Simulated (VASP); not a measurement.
# Al2Cu in VASP: notebook

Al2Cu is run at these levels: PBEsol; tasks: single point.

Program: VASP 6.6.1. These are calculated values, not measurements. Logs are shortened: lines on timing, memory, paths and dates and some standing lists are left out, and cuts for length are marked.

### 1 The cell of the first run

The structure is cubic, space group Fm-3m (No. 225). Conventional cell: a = 5.551 Å, b = 5.551 Å, c = 5.551 Å, α = 90.00°, β = 90.00°, γ = 90.00°. Al (site symmetry -43m) has 4 Cu at 2.40 Å and 6 Al at 2.78 Å within 3.2 Å. Cu (site symmetry m-3m) has 8 Al at 2.40 Å within 3.2 Å.

### 2 Single point, PBEsol

File INCAR:

```
SYSTEM = Al2Cu
  PREC = Accurate
  ENCUT = 520
  EDIFF = 1E-6
  ISMEAR = 0
  SIGMA = 0.1
  LREAL = .FALSE.
  LASPH = .TRUE.
  NELM = 60
  ALGO = Fast
  ISIF = 2
  LWAVE = .FALSE.
  LCHARG = .FALSE.
  GGA = PS
  NBANDS = 16
```

File KPOINTS:

```
Automatic mesh
0
G
  14 14 14
  0 0 0
```

File POSCAR:

```
Al2Cu
1.0
   -1.9624681676      1.9624681676      2.7753455277
    1.9624681676     -1.9624681676      2.7753455277
    1.9624681676      1.9624681676     -2.7753455277
Al Cu
2 1
Direct
    0.7500000000      0.2500000000      0.5000000000
    0.2500000000      0.7500000000      0.5000000000
    0.5000000000      0.5000000000      0.0000000000
```

Potentials or basis: VASP PAW PBE potentials, release 64 (Al, Cu).

The run is started by

```
> cat potpaw_PBE.64/Al/POTCAR potpaw_PBE.64/Cu/POTCAR > POTCAR
> mpirun -np 1 vasp_std > vasp.out
```

OUTCAR:

```text
SYSTEM = Al2Cu
   PREC = Accurate
   ENCUT = 520
   EDIFF = 1E-6
   ISMEAR = 0
   LREAL = .FALSE.
   LASPH = .TRUE.
   NELM = 60
   ISIF = 2
   GGA = PS

 ion  position               nearest neighbor table
   1  0.750  0.250  0.500-   3 2.40   3 2.40   3 2.40   3 2.40   2 2.78   2 2.78   2 2.78   2 2.78
                             2 2.78   2 2.78
   2  0.250  0.750  0.500-   3 2.40   3 2.40   3 2.40   3 2.40   1 2.78   1 2.78   1 2.78   1 2.78
                             1 2.78   1 2.78
   3  0.500  0.500  0.000-   2 2.40   1 2.40   1 2.40   2 2.40   1 2.40   2 2.40   2 2.40   1 2.40

  LATTYP: Found a face centered cubic cell.
 ALAT       =     5.5506946260

  Lattice vectors:

 A1 = (   1.9624681676,  -1.9624681676,  -2.7753455277)
 A2 = (   1.9624681676,   1.9624681676,  -2.7753455277)
 A3 = (   3.9249363352,   0.0000000000,   0.0000000000)

Analysis of symmetry for initial positions (statically):
=====================================================================
 Subroutine PRICEL returns:
 Original cell was already a primitive cell.

 Routine SETGRP: Setting up the symmetry group for a
 face centered cubic supercell.

 Subroutine GETGRP returns: Found 48 space group operations
 (whereof 48 operations were pure point group operations)
 out of a pool of 48 trial point group operations.

The static configuration has the point symmetry O_h .

Analysis of symmetry for dynamics (positions and initial velocities):
=====================================================================
 Subroutine PRICEL returns:
 Original cell was already a primitive cell.

 Routine SETGRP: Setting up the symmetry group for a
 face centered cubic supercell.

 Subroutine GETGRP returns: Found 48 space group operations
 (whereof 48 operations were pure point group operations)
 out of a pool of 48 trial point group operations.

The dynamic configuration has the point symmetry O_h .

 Subroutine INISYM returns: Found 48 space group operations
 (whereof 48 operations are pure point group operations),
 and found     1 'primitive' translations

----------------------------------------------------------------------------------------

                                     Primitive cell

  volume of cell :      42.7545

  direct lattice vectors                    reciprocal lattice vectors
    -1.962468168  1.962468168  2.775345528     0.000000000  0.254781203  0.180157748
     1.962468168 -1.962468168  2.775345528     0.254781203  0.000000000  0.180157748
     1.962468168  1.962468168 -2.775345528     0.254781203  0.254781203  0.000000000

  length of vectors
     3.924933810  3.924933810  3.924933810     0.312042105  0.312042105  0.360315032

  position of ions in fractional coordinates (direct lattice)
     0.750000000  0.250000000  0.500000000
     0.250000000  0.750000000  0.500000000
     0.500000000  0.500000000  0.000000000

  ion indices of the primitive-cell ions
   primitive index   ion index
                 1           1
                 2           2
                 3           3

----------------------------------------------------------------------------------------

 KPOINTS: Automatic mesh

Automatic generation of k-mesh.
 Grid dimensions read from file:
 generate k-points for:   14   14   14

 Generating k-lattice:

  Cartesian coordinates                     Fractional coordinates (reciprocal lattice)
     0.000000000  0.018198657  0.012868411     0.071428571  0.000000000  0.000000000
     0.018198657  0.000000000  0.012868411     0.000000000  0.071428571  0.000000000
     0.018198657  0.018198657  0.000000000     0.000000000  0.000000000  0.071428571

  Length of vectors
     0.022288722  0.022288722  0.025736788

  Shift w.r.t. Gamma in fractional coordinates (k-lattice)
     0.000000000  0.000000000  0.000000000

 Subroutine IBZKPT returns following result:
 ===========================================

 Found    104 irreducible k-points:

 Following reciprocal coordinates:
            Coordinates               Weight
  0.000000  0.000000  0.000000      1.000000
  0.071429  0.000000 -0.000000      8.000000
  0.142857  0.000000 -0.000000      8.000000
  0.214286  0.000000  0.000000      8.000000
  0.285714  0.000000  0.000000      8.000000
  0.357143  0.000000  0.000000      8.000000
[... 16 lines left out ...]
  0.214286  0.142857  0.000000     24.000000
  0.285714  0.142857 -0.000000     24.000000
 [... further k-points ...]
   k-points           NKPTS =    104   k-points in BZ     NKDIM =    104   number of bands    NBANDS=     16
   number of dos      NEDOS =    301   number of ions     NIONS =      3
   total plane-waves  NPLWV =  27000
   dimension x,y,z NGX =    30 NGY =   30 NGZ =   30
   dimension x,y,z NGXF=    60 NGYF=   60 NGZF=   60
   ions per type =               2   1
   NGX,Y,Z   is equivalent  to a cutoff of  12.71, 12.71, 12.71 a.u.
   NGXF,Y,Z  is equivalent  to a cutoff of  25.41, 25.41, 25.41 a.u.
 SYSTEM =  Al2Cu
   PREC   = accura    normal or accurate (medium, high low for compatibility)
   ISTART =      0    job   : 0-new  1-cont  2-samecut
   ICHARG =      2    charge: 1-file 2-atom 10-const
   ISPIN  =      1    spin polarized calculation?
   LNONCOLLINEAR =      F non collinear calculations
   LSORBIT =      F    spin-orbit coupling
   LASPH  =      T    aspherical Exc in radial PAW
   ENCUT  =  520.0 eV  38.22 Ry    6.18 a.u.   7.30  7.30  7.30*2*pi/ulx,y,z
   NELM   =     60;   NELMIN=  2; NELMDL= -5     # of ELM steps
   EDIFF  = 0.1E-05   stopping-criterion for ELM
   LREAL  =      F    real-space projection
   EDIFFG = 0.1E-04   stopping-criterion for IOM
   NSW    =      0    number of steps for IOM
   IBRION =     -1    ionic relax: 0-MD 1-quasi-New 2-CG
   NFREE  =      0    steps in history (QN), initial steepest desc. (CG)
   ISIF   =      2    stress and relaxation
   ISYM   =      2    0-nonsym 1-usesym 2-fastsym
   POTIM  = 0.5000    time-step for ionic-motion
   TEBEG  =    0.0;   TEEND  =   0.0 temperature during run
   PSTRESS=    0.0 pullay stress
   NELECT =      17.0000    total number of electrons
   NUPDOWN=      -1.0000    fix difference up-down
   EMIN   =  10.00;   EMAX   =-10.00  energy-range for DOS
   EFERMI =   0.00;   METHOD = LEGACY
   ISMEAR =     0;   SIGMA  =   0.10  broadening in eV -4-tet -1-fermi 0-gaus
   EFERMI_NEDOS =   21; number of points for ismear=-14 and -15
   IALGO  =     68    algorithm
   IMIX   =      4    mixing-type and parameters
     AMIX     =   0.40;   BMIX     =  1.00
     AMIX_MAG =   1.60;   BMIX_MAG =  1.00
  volume/ion in A,a.u.               =      14.25        96.17
  Fermi-wavevector in a.u.,A,eV,Ry     =   1.203826  2.274901 19.717522  1.449197
  Thomas-Fermi vector in A             =   2.339568
   LORBIT       =      0    0 simple, 1 ext, 2 COOP (PROOUT), +10 PAW based schemes
   GGA     = PS    functional components
   LHFCALC =     F    Hartree Fock is set to
   AEXX    =    0.0000 exact exchange contribution
   IVDW    =     0    specifies the selected vdW correction
   LEPSILON=     F    determine dielectric tensor
   LRPA    =     F    only Hartree local field effects (RPA)
 non-spin polarized calculation
 RMM-DIIS sequential band-by-band and
 Gauss-broadening in eV      SIGMA  =   0.10
  energy-cutoff  :      520.00
  volume of cell :       42.75
 maximum number of plane-waves:      1173
 NGX is ok and might be reduce to    30
   NGX = 15   NGY = 15   NGZ = 15

 number of electron      16.9999990 magnetization

 Free energy of the ion-electron system (eV)
  ---------------------------------------------------
  ext. energy  EPLUGINS =         0.00000000
  ---------------------------------------------------
  free energy    TOTEN  =       -12.86291507 eV

  energy without entropy =      -12.85837371  energy(sigma->0) =      -12.86064439

 E-fermi :   8.0915     XC(G=0): -11.0327

 val. band max:        8.0739635717   @ k =   0.4286   0.0714   0.0000
 cond. band min:       8.1221076020   @ k =   0.4286   0.1429  -0.0000
 fundamental gap:      0.0481440303
 Fermi energy:         8.0915316819

 k-point     1 :       0.0000    0.0000    0.0000
  band No.  band energies     occupation
      1      -2.8214      2.00000
      2       3.0688      2.00000
      3       3.0688      2.00000
      4       3.0688      2.00000
      5       3.6859      2.00000
      6       3.6859      2.00000
[... 8 lines left out ...]
     15      15.5824      0.00000
     16      15.5825      0.00000

 k-point     2 :       0.0714    0.0000   -0.0000
  band No.  band energies     occupation
      1      -2.7476      2.00000
      2       3.0470      2.00000
      3       3.0808      2.00000
      4       3.0808      2.00000
      5       3.6826      2.00000
      6       3.6826      2.00000
[... 8 lines left out ...]
     15      14.6595      0.00000
     16      15.3746      0.00000

 k-point     3 :       0.1429    0.0000   -0.0000
  band No.  band energies     occupation
      1      -2.5268      2.00000
      2       2.9805      2.00000
      3       3.1131      2.00000
      4       3.1131      2.00000
      5       3.6758      2.00000
      6       3.6758      2.00000
[... 8 lines left out ...]
     15      14.8490      0.00000
     16      15.1736      0.00000

 k-point     4 :       0.2143    0.0000    0.0000
  band No.  band energies     occupation
      1      -2.1623      2.00000
      2       2.8617      2.00000
      3       3.1548      2.00000
      4       3.1548      2.00000
      5       3.6744      2.00000
      6       3.6744      2.00000
[... 8 lines left out ...]
     15      14.3865      0.00000
     16      16.2325      0.00000

 k-point     5 :       0.2857    0.0000    0.0000
  band No.  band energies     occupation
      1      -1.6604      2.00000
      2       2.6564      2.00000
      3       3.1911      2.00000
      4       3.1911      2.00000
      5       3.6883      2.00000
      6       3.6883      2.00000
[... 8 lines left out ...]
     15      15.1396      0.00000
     16      17.3479      0.00000

 k-point     6 :       0.3571    0.0000    0.0000
  band No.  band energies     occupation
      1      -1.0352      2.00000
      2       2.2700      2.00000
      3       3.2119      2.00000
      4       3.2120      2.00000
      5       3.7182      2.00000
      6       3.7182      2.00000
[... 8 lines left out ...]
     15      16.2897      0.00000
     16      18.5259      0.00000
[... 267 lines left out ...]
 k-point    21 :      -0.0714    0.0714    0.0000
  band No.  band energies     occupation
      1      -2.7229      2.00000
      2       3.0415      2.00000
      3       3.0846      2.00000
      4       3.0846      2.00000
      5       3.6667      2.00000
      6       3.6954      2.00000
[... 8 lines left out ...]
     15      15.6924      0.00000
     16      15.6924      0.00000

 k-point    22 :       0.1429    0.1429   -0.0000
  band No.  band energies     occupation
      1      -2.0405      2.00000
      2       2.8560      2.00000
      3       3.1430      2.00000
      4       3.1907      2.00000
      5       3.6150      2.00000
      6       3.7203      2.00000
[... 8 lines left out ...]
     15      16.1760      0.00000
     16      17.5117      0.00000

 k-point    23 :       0.2143    0.1429    0.0000
  band No.  band energies     occupation
      1      -1.5858      2.00000
      2       2.7259      2.00000
      3       3.1502      2.00000
      4       3.2455      2.00000
      5       3.6015      2.00000
      6       3.7449      2.00000
[... 8 lines left out ...]
     15      16.1437      0.00000
     16      18.5978      0.00000

 k-point    24 :       0.2857    0.1429   -0.0000
  band No.  band energies     occupation
      1      -1.0022      2.00000
      2       2.4820      2.00000
      3       3.1474      2.00000
      4       3.2845      2.00000
      5       3.6202      2.00000
      6       3.7650      2.00000
[... 8 lines left out ...]
     15      15.9472      0.00000
     16      19.4232      0.00000

 [... further k-points ...]

------------------------ aborting loop because EDIFF is reached ----------------------------------------

  FORCE on cell =-STRESS in cart. coord.  units (eV):
  Direction    XX          YY          ZZ          XY          YZ          ZX
  --------------------------------------------------------------------------------------
  -------------------------------------------------------------------------------------
  Total        3.3376568      3.3376568      3.3376482     -0.0000000     -0.0000000     -0.0000000
  in kB      125.0748423    125.0748423    125.0745205     -0.0000000     -0.0000000     -0.0000000
  external PRESSURE =     125.0747350 kB  Pullay stress =       0.0000000 kB

 VOLUME and BASIS-vectors are now :
 -----------------------------------------------------------------------------
  energy-cutoff  :      520.00
  volume of cell :       42.75
      direct lattice vectors                 reciprocal lattice vectors
    -1.962468168  1.962468168  2.775345528     0.000000000  0.254781203  0.180157748
     1.962468168 -1.962468168  2.775345528     0.254781203  0.000000000  0.180157748
     1.962468168  1.962468168 -2.775345528     0.254781203  0.254781203  0.000000000

 POSITION                                       TOTAL-FORCE (eV/Angst)
 -----------------------------------------------------------------------------------
      0.00000      1.96247      1.38767        -0.000000      0.000000      0.000000
      1.96247      0.00000      1.38767         0.000000     -0.000000     -0.000000
      0.00000      0.00000      2.77535         0.000000     -0.000000      0.000000
 -----------------------------------------------------------------------------------
    total drift:                                0.000000     -0.000000      0.000000

  FREE ENERGIE OF THE ION-ELECTRON SYSTEM (eV)
  ---------------------------------------------------
  free  energy   TOTEN  =       -12.8629150731 eV

  energy  without entropy=      -12.8583737083  energy(sigma->0) =      -12.86064439
```

Wall time 2.5 min (1 thread of Intel Xeon 8259CL, shared host); peak memory 0.21 GiB.

What came out:

```
Free energy            : -12.8629 eV
Pressure               : 12.5 GPa
Band gap on the k mesh : zero (an odd number of electrons rules out a gap without spin polarisation)
```

Caveat: the cell stands under pressure; the PAW data sets were made with another functional, which shifts forces and pressure a little.

(Part 1 of 2 ends here.)
